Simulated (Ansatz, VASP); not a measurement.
# Ru in VASP and in Ansatz

Contents of INCAR:

```
SYSTEM = Ru
PREC = Accurate
ENCUT = 520
EDIFF = 1E-6
ISMEAR = -1
SIGMA = 0.05
LREAL = .FALSE.
LASPH = .TRUE.
NELM = 100
ALGO = Normal
ISIF = 2
LWAVE = .FALSE.
LCHARG = .FALSE.
GGA = PE
NBANDS = 21
```

The input KPOINTS:

```
regular mesh
0
G
  14 14 14
  0 0 0
```

Contents of POSCAR:

```
Ru
1.0
    0.0000000000      2.5317333657      2.5317333657
    2.5317333657      0.0000000000      2.5317333657
    2.5317333657      2.5317333657      0.0000000000
Ru
2
Direct
   -0.1250000000     -0.1250000000     -0.1250000000
    0.1250000000      0.1250000000      0.1250000000
```

Input for Ansatz:

```yaml
crystal:
  lattice:
    - [0.0, 2.5317333657, 2.5317333657]
    - [2.5317333657, 0.0, 2.5317333657]
    - [2.5317333657, 2.5317333657, 0.0]
  atoms:
    - { symbol: Ru, position: [-0.125, -0.125, -0.125] }
    - { symbol: Ru, position: [0.125, 0.125, 0.125] }
kpoints:
  mp_grid: { grid: [14, 14, 14] }
scf:
  occupations: { method: fermi_dirac, width: 0.05 }
hamiltonian:
  xc: pbe
  pseudopotentials: { kind: nc }
output:
  forces: true
  stress: true
  eigenvalues: true
```

Change from the starting cell: volume scaled by 0.8, norm-conserving files.

Alike in both runs: task single point; functional PBE; k mesh 14 × 14 × 14; occupations fermi-dirac, width 0.05 eV; no spin polarisation.

|  | VASP | Ansatz |
| --- | --- | --- |
| version | VASP 6.6.1 | Ansatz 0.2.0 |
| potentials or method | VASP PAW PBE potentials, release 64 (Ru_pv) | norm-conserving pseudopotentials, scalar-relativistic |
| plane-wave cutoff (eV) | 520 | 1143 |
| valence electrons in the cell | 28 | 32 |

```tsv
	VASP	Ansatz	Ansatz less VASP
pressure (GPa)	62.7	61.5	-1.15
```

Both programs put the cell under a high pressure, so it lies far from rest at this level. VASP's potentials hold 28 valence electrons a cell and Ansatz's 32, so a difference there can come from the potentials and not from the codes.

Noted on VASP's run: the cell as given lies far from equilibrium.
